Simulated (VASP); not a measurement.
# Ga in VASP: notebook

Runs on Ga. Level: PBE. Tasks: single point.

Everything below comes from runs of VASP 6.6.1. Logs are shortened: lines on timing, memory, paths and dates and some standing lists are left out, and cuts for length are marked.

## 1. The cell of the first run

The structure is monoclinic, space group C2/m (No. 12). The conventional cell has a = 5.436 Å, b = 2.939 Å, c = 2.955 Å, α = 90.00°, β = 121.98°, γ = 90.00°. Within 3.9 Å of Ga (site symmetry 2/m) lie 12 Ga at 2.94 to 3.13 Å.

## 2. Single point, PBE (strained)

File INCAR:

```
PREC = Accurate
ENCUT = 520
EDIFF = 1E-6
ISMEAR = 0
SIGMA = 0.1
LREAL = F
LASPH = T
NELM = 100
ALGO = Normal
ISIF = 2
LWAVE = F
LCHARG = T
GGA = PE
LELF = T
LVHAR = T
NBANDS = 12
```

File KPOINTS:

```
regular mesh
0
Gamma
  18 18 18
```

File POSCAR:

```
Ga
1.0
   -1.4963079600      1.4693000400      2.3175505200
    1.4583258000     -1.4693000400      2.2936263600
    1.4963079600      1.4693000400     -2.3175505200
Ga
1
Direct
    0.0000000000      0.0000000000      0.0000000000
```

Potentials or basis: VASP PAW PBE potentials, release 64 (Ga_d).

The run is started by

```bash
> cat potpaw_PBE.64/Ga_d/POTCAR > POTCAR
> mpirun -np 1 vasp_std > vasp.out
```

OUTCAR:

```text
PREC = Accurate
   ENCUT = 520
   EDIFF = 1E-6
   ISMEAR = 0
   LREAL = F
   LASPH = T
   NELM = 100
   ISIF = 2
   GGA = PE

 ion  position               nearest neighbor table
   1  0.000  0.000  0.000-

  LATTYP: Found a base centered monoclinic cell.
 ALAT       =     5.4359676299
 B/A-ratio  =     0.5405845436
 C/A-ratio  =     0.5435519154
 COS(beta)  =    -0.5296965799

  Lattice vectors:

 A1 = (  -1.4583258000,  -1.4693000400,  -2.2936263600)
 A2 = (  -1.4583258000,   1.4693000400,  -2.2936263600)
 A3 = (   2.9546337600,   0.0000000000,  -0.0239241600)

Analysis of symmetry for initial positions (statically):
=====================================================================
 Subroutine PRICEL returns:
 Original cell was already a primitive cell.

 Routine SETGRP: Setting up the symmetry group for a
 base centered monoclinic supercell.

 Subroutine GETGRP returns: Found  4 space group operations
 (whereof  4 operations were pure point group operations)
 out of a pool of  4 trial point group operations.

The static configuration has the point symmetry C_2h.

Analysis of symmetry for dynamics (positions and initial velocities):
=====================================================================
 Subroutine PRICEL returns:
 Original cell was already a primitive cell.

 Routine SETGRP: Setting up the symmetry group for a
 base centered monoclinic supercell.

 Subroutine GETGRP returns: Found  4 space group operations
 (whereof  4 operations were pure point group operations)
 out of a pool of  4 trial point group operations.

The dynamic configuration has the point symmetry C_2h.

 Subroutine INISYM returns: Found  4 space group operations
 (whereof  4 operations are pure point group operations),
 and found     1 'primitive' translations

----------------------------------------------------------------------------------------

                                     Primitive cell

  volume of cell :      20.0169

  direct lattice vectors                    reciprocal lattice vectors
    -1.496307960  1.469300040  2.317550520     0.001756104  0.340298092  0.216878842
     1.458325800 -1.469300040  2.293626360     0.340230102  0.000000000  0.219666844
     1.496307960  1.469300040 -2.317550520     0.338473998  0.340298092  0.002788003

  length of vectors
     3.125511243  3.089705265  3.125511243     0.403537244  0.404981536  0.479974178

[... 77 lines left out ...]
   NELM   =    100;   NELMIN=  2; NELMDL= -5     # of ELM steps
   EDIFF  = 0.1E-05   stopping-criterion for ELM
   LREAL  =      F    real-space projection
[... 7 lines left out ...]
   TEBEG  =    0.0;   TEEND  =   0.0 temperature during run
   PSTRESS=    0.0 pullay stress
   NELECT =      13.0000    total number of electrons
   NUPDOWN=      -1.0000    fix difference up-down
   EMIN   =  10.00;   EMAX   =-10.00  energy-range for DOS
   EFERMI =   0.00;   METHOD = LEGACY
   ISMEAR =     0;   SIGMA  =   0.10  broadening in eV -4-tet -1-fermi 0-gaus
   EFERMI_NEDOS =   21; number of points for ismear=-14 and -15
   IALGO  =     38    algorithm
   IMIX   =      4    mixing-type and parameters
     AMIX     =   0.40;   BMIX     =  1.00
     AMIX_MAG =   1.60;   BMIX_MAG =  1.00
  volume/ion in A,a.u.               =      20.02       135.08
  Fermi-wavevector in a.u.,A,eV,Ry     =   1.417719  2.679101 27.346736  2.009928
  Thomas-Fermi vector in A             =   2.538920
   LORBIT       =      0    0 simple, 1 ext, 2 COOP (PROOUT), +10 PAW based schemes
   GGA     = PE    functional components
   LHFCALC =     F    Hartree Fock is set to
   AEXX    =    0.0000 exact exchange contribution
   IVDW    =     0    specifies the selected vdW correction
   LEPSILON=     F    determine dielectric tensor
   LRPA    =     F    only Hartree local field effects (RPA)
 non-spin polarized calculation
 Gauss-broadening in eV      SIGMA  =   0.10
  energy-cutoff  :      520.00
  volume of cell :       20.02
 maximum number of plane-waves:       554
   NGX = 11   NGY = 11   NGZ = 11

 number of electron      12.9999997 magnetization

 Free energy of the ion-electron system (eV)
  ---------------------------------------------------
  ext. energy  EPLUGINS =         0.00000000
  ---------------------------------------------------
  free energy    TOTEN  =        -2.88183661 eV

  energy without entropy =       -2.87996929  energy(sigma->0) =       -2.88090295

 E-fermi :   5.0175     XC(G=0): -10.7285

 val. band max:        5.0060699948   @ k =   0.3333   0.0000   0.3333
 cond. band min:       5.0176905632   @ k =   0.2222   0.0556   0.2222
 fundamental gap:      0.0116205684
 Fermi energy:         5.0175420973

 k-point     1 :       0.0000    0.0000    0.0000
  band No.  band energies     occupation
      1      -9.8964      2.00000
      2      -9.8160      2.00000
      3      -9.8114      2.00000
      4      -9.7863      2.00000
      5      -9.6959      2.00000
      6      -5.5840      2.00000
      7      16.3416      0.00000
      8      16.6863      0.00000
      9      16.7577      0.00000
     10      20.2062      0.00000
     11      20.6871      0.00000
     12      20.8948      0.00000
[... 331 lines left out ...]
 k-point    24 :      -0.2778    0.0556   -0.0000
  band No.  band energies     occupation
      1      -9.8638      2.00000
      2      -9.8444      2.00000
      3      -9.7862      2.00000
      4      -9.7264      2.00000
      5      -9.7056      2.00000
      6      -3.8051      2.00000
      7       8.2119      0.00000
      8      13.6126      0.00000
      9      15.3061      0.00000
     10      18.6494      0.00000
     11      20.3114      0.00000
     12      21.4860      0.00000

 [... further k-points ...]

------------------------ aborting loop because EDIFF is reached ----------------------------------------

  FORCE on cell =-STRESS in cart. coord.  units (eV):
  Direction    XX          YY          ZZ          XY          YZ          ZX
  --------------------------------------------------------------------------------------
  -------------------------------------------------------------------------------------
  Total       -0.3353701     -0.3258162     -0.2718023      0.0000000      0.0000000      0.0124372
  in kB      -26.8434289    -26.0787175    -21.7553849      0.0000000      0.0000000      0.9954906
  external PRESSURE =     -24.8925105 kB  Pullay stress =       0.0000000 kB

 VOLUME and BASIS-vectors are now :
 -----------------------------------------------------------------------------
  energy-cutoff  :      520.00
  volume of cell :       20.02
      direct lattice vectors                 reciprocal lattice vectors
    -1.496307960  1.469300040  2.317550520     0.001756104  0.340298092  0.216878842
     1.458325800 -1.469300040  2.293626360     0.340230102  0.000000000  0.219666844
     1.496307960  1.469300040 -2.317550520     0.338473998  0.340298092  0.002788003

 POSITION                                       TOTAL-FORCE (eV/Angst)
 -----------------------------------------------------------------------------------
      0.00000      0.00000      0.00000         0.000000     -0.000000      0.000000
 -----------------------------------------------------------------------------------
    total drift:                                0.000000      0.000000     -0.000000

  FREE ENERGIE OF THE ION-ELECTRON SYSTEM (eV)
  ---------------------------------------------------
  free  energy   TOTEN  =        -2.8818366076 eV

  energy  without entropy=       -2.8799692885  energy(sigma->0) =       -2.88090295
```

OSZICAR:

```text
N       E                     dE             d eps       ncg     rms          rms(c)
DAV:   1     0.448965954945E+02    0.44897E+02   -0.66914E+03 39748   0.183E+03
DAV:   2    -0.563732955365E+00   -0.45460E+02   -0.43812E+02 39416   0.267E+02
DAV:   3    -0.288590356848E+01   -0.23222E+01   -0.23163E+01 42572   0.469E+01
DAV:   4    -0.290619227957E+01   -0.20289E-01   -0.20286E-01 43060   0.477E+00
DAV:   5    -0.290641561937E+01   -0.22334E-03   -0.22333E-03 44132   0.478E-01    0.776E-01
DAV:   6    -0.288685631304E+01    0.19559E-01   -0.30865E-02 46616   0.341E+00    0.403E-01
DAV:   7    -0.288230849242E+01    0.45478E-02   -0.63393E-03 56728   0.128E+00    0.112E-01
DAV:   8    -0.288183101310E+01    0.47748E-03   -0.60703E-04 43440   0.444E-01    0.877E-03
DAV:   9    -0.288183591429E+01   -0.49012E-05   -0.63865E-06 50624   0.348E-02    0.308E-03
DAV:  10    -0.288183660764E+01   -0.69335E-06   -0.21547E-07 29108   0.578E-03
   1 F= -.28818366E+01 E0= -.28809029E+01  d E =-.186732E-02
```

Run time: 2 min. Hardware: 1 thread of Intel Xeon Platinum 8488C (Sapphire Rapids), shared host; peak memory 0.44 GiB.

What came out:

- Free energy: -2.8818 eV
- Pressure: -2.5 GPa

Stress tensor (GPa, compression positive):
```
-2.68  0.00  0.10
 0.00 -2.61  0.00
 0.10  0.00 -2.18
```

Caveat: the cell differs from its parent crystal (strained).

## 3. Single point, PBE (strained)

File INCAR:

```
SYSTEM = Ga
PREC = Accurate
ENCUT = 520
EDIFF = 1E-7
ISMEAR = 0
SIGMA = 0.1
LREAL = .False.
LASPH = .True.
NELM = 100
ALGO = Normal
ISIF = 2
LWAVE = .False.
LCHARG = .True.
GGA = PE
LELF = .True.
LVHAR = .True.
NBANDS = 12
```

File KPOINTS:

```
Automatic mesh
0
Gamma
  18 18 18
  0 0 0
```

File POSCAR:

```
Ga
1.0
   -1.5404688000      1.4360533200      2.2808911200
    1.5404688000     -1.4360533200      2.2808911200
    1.4281488000      1.3237333200     -2.2808911200
Ga
1
Direct
    0.0000000000      0.0000000000      0.0000000000
```

Potentials or basis: VASP PAW PBE potentials, release 64 (Ga_d).

The run is started by

```bash
> cat potpaw_PBE.64/Ga_d/POTCAR > POTCAR
> mpirun -np 1 vasp_std > vasp.out
```

Wall time 2.2 min (1 thread of Intel Xeon Platinum 8488C (Sapphire Rapids), shared host); peak memory 0.42 GiB.

The run converged. Its results:

```yaml
Free_energy: -2.8786 eV
Pressure: 1.1 GPa
```

Stress tensor (GPa, compression positive):
```
-0.05  0.63  0.00
 0.63  2.94  0.00
 0.00  0.00  0.38
```

Levels at points of the mesh, in eV from the Fermi level:
| k point | band 2 | band 3 | band 4 | band 5 | band 6 | band 7 | band 8 | band 9 | band 10 | band 11 |
| --- | --- | --- | --- | --- | --- | --- | --- | --- | --- | --- |
| (0.00, 0.00, 0.00) | -14.93 | -14.87 | -14.84 | -14.74 | -11.14 | 11.16 | 12.01 | 13.69 | 15.37 | 15.59 |
| (0.50, 0.00, 0.00) | -14.95 | -14.89 | -14.74 | -14.64 | -4.38 | -3.82 | 8.22 | 10.35 | 12.68 | 13.91 |
| (0.00, 0.50, 0.00) | -15.00 | -14.83 | -14.72 | -14.69 | -5.40 | -4.15 | 8.14 | 11.97 | 12.01 | 15.94 |
| (0.50, 0.50, 0.00) | -15.04 | -14.73 | -14.73 | -14.60 | -2.59 | -2.23 | 4.60 | 5.77 | 8.69 | 8.73 |
| (0.00, 0.00, 0.50) | -15.05 | -14.72 | -14.71 | -14.61 | -1.47 | -0.61 | 3.46 | 4.11 | 7.12 | 7.49 |
| (0.50, 0.50, 0.50) | -15.04 | -14.70 | -14.69 | -14.66 | -3.94 | -3.45 | 5.14 | 7.80 | 8.68 | 11.36 |

Caveat: the cell differs from its parent crystal (strained).

## 4. Single point, PBE (the cell strained at random)

File INCAR:

```
SYSTEM = Ga
ALGO = Normal ; EDIFF = 1E-6
ENCUT = 520 ; GGA = PE
ISIF = 2 ; ISMEAR = 0
LASPH = .TRUE. ; LCHARG = .FALSE.
LREAL = .FALSE. ; LWAVE = .FALSE.
NBANDS = 12 ; NELM = 100
PREC = Accurate ; SIGMA = 0.1
```

File KPOINTS:

```
k-points
0
G
  16 16 18
  0 0 0
```

File POSCAR:

```
Ga
1.0
   -1.3981344000      1.3989249300      2.2138185600
    1.4097252000     -1.4029817100      2.2236746400
    1.4093944800      1.4142417900     -2.2163738400
Ga
1
Direct
    0.0000000000      0.0000000000      0.0000000000
```

The run is started by

```bash
> cat potpaw_PBE.64/Ga_d/POTCAR > POTCAR
> mpirun -np 1 vasp_std > vasp.out
```

Run time: 2.9 min. Hardware: 1 thread of Intel Xeon Platinum 8488C (Sapphire Rapids), shared host; peak memory 0.54 GiB.

The run converged. Its results:

| Quantity | Value |
| --- | --- |
| Free energy | -2.8736 eV |
| Pressure | 4.4 GPa |

Stress tensor (GPa, compression positive):
```
 4.32 -0.45 -0.04
-0.45  4.38 -0.03
-0.04 -0.03  4.38
```

Levels at points of the mesh, in eV from the Fermi level:
```tsv
k point	band 2	band 3	band 4	band 5	band 6	band 7	band 8	band 9	band 10	band 11
(0.00, 0.00, 0.00)	-14.96	-14.96	-14.93	-14.80	-11.62	12.90	13.02	13.09	16.37	16.43
(0.50, 0.00, 0.00)	-15.05	-14.95	-14.76	-14.72	-4.97	-4.31	8.82	11.75	12.94	15.51
(0.00, 0.50, 0.00)	-15.05	-14.95	-14.76	-14.72	-5.06	-4.34	8.93	11.86	13.05	15.60
(0.50, 0.50, 0.00)	-15.15	-14.76	-14.75	-14.65	-2.26	-1.33	4.12	4.94	8.12	8.19
(0.00, 0.00, 0.50)	-15.15	-14.76	-14.76	-14.65	-2.38	-1.50	4.24	5.12	8.22	8.39
(0.50, 0.00, 0.50)	-15.05	-14.94	-14.76	-14.72	-4.97	-4.31	8.76	11.78	12.86	15.55
(0.00, 0.50, 0.50)	-15.05	-14.95	-14.76	-14.72	-5.00	-4.32	8.88	11.77	13.01	15.54
(0.50, 0.50, 0.50)	-15.15	-14.73	-14.72	-14.72	-3.76	-3.65	6.39	6.49	9.68	10.49
```

Caveat: the cell differs from its parent crystal (the cell strained at random).

## 5. The runs side by side

```csv
cell,k mesh,gap on the mesh (eV),pressure (GPa)
"a = 3.126, b = 3.090 Å, angles 123.2, 123.9, 84.2°, 1 atom",18 × 18 × 18,none,-2.5
"a = 3.104, b = 3.104, c = 2.999 Å, angles 121.8, 126.2, 85.4°, 1 atom",18 × 18 × 18,none,1.1
"a = 2.969, b = 2.983, c = 2.983 Å, angles 123.6, 123.6, 83.6°, 1 atom",16 × 16 × 18,none,4.4
```

Alike in all rows: task single point; level PBE; potentials or basis VASP PAW PBE potentials, release 64 (Ga_d); no spin polarisation; cutoff (eV) 520; smearing gaussian 0.1 eV.

Total energies depend on the potentials used, so only differences within one code and one set of settings carry meaning.
